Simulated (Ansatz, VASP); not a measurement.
**One calculation of Si3C, two programs**

```xyz
4
Lattice="2.5812 0.0000 0.0000 -1.2906 2.2354 0.0000 0.0000 0.0000 8.9006" Properties=species:S:1:pos:R:3 pbc="T T T"
Si    0.0000    0.0000    6.3334
Si    0.0000    0.0000    0.0000
Si    0.0000    0.0000    2.5672
C     0.0000    0.0000    4.4503
```

Alike in both runs: functional PBE; k mesh 24 × 24 × 6; occupations gaussian, width 0.1 eV; no spin polarisation.

Ansatz relaxed the structure, and its values are those at the end. VASP's run is a single point on that final structure, the one shown.

|  | VASP | Ansatz |
| --- | --- | --- |
| version | VASP 6.6.1 | Ansatz 0.2.0 |
| potentials or method | VASP PAW PBE potentials, release 64 (Si, C), cutoff 520 eV | scalar-relativistic, plane waves, PAW |
| valence electrons in the cell | 16 | 16 |

|  | VASP | Ansatz | Ansatz less VASP |
| --- | --- | --- | --- |
| gap on the k mesh at the Fermi level (eV) | none | none | - |
| pressure (GPa) | -0.1 | 0.0 | +0.06 |

A gap of «none» marks a metal or a gap that the smearing closes. With one functional, cell and mesh, what is left measures potentials, basis and numerics.
